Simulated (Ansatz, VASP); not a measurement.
## Ni in VASP and in Ansatz

```
Ni
1.0
     0.00000    2.36964    2.36964
     2.36964    0.00000    2.36964
     2.36964    2.36964    0.00000
Ni
2
Direct
  0.87500 0.87500 0.87500
  0.12500 0.12500 0.12500
```

Change from the starting cell: volume scaled by 0.8, LAPW.

Alike in both runs: task single point; functional PBE; k mesh 14 × 14 × 14; occupations fermi-dirac, width 0.1 eV; collinear spin.

|  | VASP | Ansatz |
| --- | --- | --- |
| version | VASP 6.6.1 | Ansatz 0.2.0 |
| potentials or method | VASP PAW PBE potentials, release 64 (Ni), cutoff 520 eV | all-electron LAPW, scalar-relativistic |

|  | VASP | Ansatz | Ansatz less VASP |
| --- | --- | --- | --- |
| pressure (GPa) | 33.1 | 34.4 | +1.28 |
| net moment per atom (μB) | 0.77 | 0.77 | +0.009 |
| size of the moment on the site where the two differ most (μB) | 0.75 | 0.80 | +0.049 |

Site moments also hang on the region over which each program counts them. Both programs put the cell under a high pressure, so it lies far from rest at this level. Ansatz ran all-electron here, and VASP with PAW potentials.
